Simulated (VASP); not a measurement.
Set up this calculation in VASP 6.6.1, as the native input.

```
Task                               : relaxation of cell and atoms
Functional                         : HF
Potentials or basis                : VASP PAW PBE potentials, release 64 (Ga_d)
Cutoff                             : 600 eV
k mesh                             : 5 × 5 × 5
Occupations                        : fermi-dirac, width 0.05 eV
Spin                               : no spin polarisation
Dipole correction                  : no
Grid for exact exchange (PRECFOCK) : Normal
Further INCAR settings             : ALGO = Normal; EDIFF = 1e-07; IBRION = 2; EDIFFG = -0.01; NSW = 60; ISIF = 3
```

Ga:

```
Ga
1.0
     2.71648    0.00000    0.00000
     0.00000    2.71648    0.00000
     0.00000    0.00000    2.71648
Ga
1
Direct
  0.00000 0.00000 0.00000
```

One way to write it, as run:

POSCAR

```
Ga
1.0
    2.7164800000      0.0000000000      0.0000000000
    0.0000000000      2.7164800000      0.0000000000
    0.0000000000      0.0000000000      2.7164800000
Ga
1
Direct
    0.0000000000      0.0000000000      0.0000000000
```

INCAR.step1

```
SYSTEM = Ga
PREC     = Accurate       ! precision mode
ENCUT    = 600            ! plane-wave cutoff, eV
EDIFF    = 1E-5           ! SCF threshold, eV
ISMEAR   = -1             ! smearing method
SIGMA    = 0.05           ! smearing width, eV
LREAL    = .False.        ! projectors in reciprocal space
LASPH    = .True.         ! aspherical terms in the spheres
NELM     = 80             ! most SCF steps
ALGO     = Normal         ! electronic algorithm
LWAVE    = .True.         ! write WAVECAR
LCHARG   = .False.        ! write CHGCAR
GGA      = PE             ! functional
NBANDS   = 12             ! bands
```

INCAR.step2

```
SYSTEM = Ga
PREC     = Accurate       ! precision mode
ENCUT    = 600            ! plane-wave cutoff, eV
EDIFF    = 1E-7           ! SCF threshold, eV
ISMEAR   = -1             ! smearing method
SIGMA    = 0.05           ! smearing width, eV
LREAL    = .False.        ! projectors in reciprocal space
LASPH    = .True.         ! aspherical terms in the spheres
NELM     = 80             ! most SCF steps
ALGO     = Normal         ! electronic algorithm
ISIF     = 3              ! what is computed and relaxed
LWAVE    = .False.        ! write WAVECAR
LCHARG   = .False.        ! write CHGCAR
GGA      = PE             ! functional
LHFCALC  = .True.         ! exact exchange
AEXX     = 1.0            ! exact-exchange fraction
ALDAC    = 0.0          
AGGAC    = 0.0          
PRECFOCK = Normal       
IBRION   = 2              ! ionic algorithm
NSW      = 60             ! ionic steps
EDIFFG   = -0.01          ! ionic threshold
ISTART   = 1
```

KPOINTS

```
regular mesh
0
Gamma
  5 5 5
  0 0 0
```

Potentials or basis: VASP PAW PBE potentials, release 64 (Ga_d).

The run is started by

```bash
$ cat potpaw_PBE.64/Ga_d/POTCAR > POTCAR
$ cp INCAR.step1 INCAR
$ mpirun -np 1 vasp_std > vasp.out
$ cp INCAR.step2 INCAR
$ mpirun -np 1 vasp_std > vasp.out
```

Results of the run:

```json
{"Relaxed volume": "21.89 Å³/atom", "Relaxed cell": "a = 2.797 Å, b = 2.797 Å, c = 2.797 Å, α = 90.00°, β = 90.00°, γ = 90.00°", "Space group after relaxing (to 0.05 Å)": "Pm-3m (No. 221)", "Energy gained by relaxing": "23.3 meV/atom", "Ionic steps": "3", "Pressure after relaxing": "0.0 GPa"}
```

Caveat: the k points lie up to 0.45 Å⁻¹ apart in the final cell; the PAW data sets were made with another functional, which shifts forces and pressure a little.

Run time: 7.3 min on 1 thread of Intel(R) Xeon(R) 6975P-C (Granite Rapids) (shared host), peak memory 0.15 GiB.
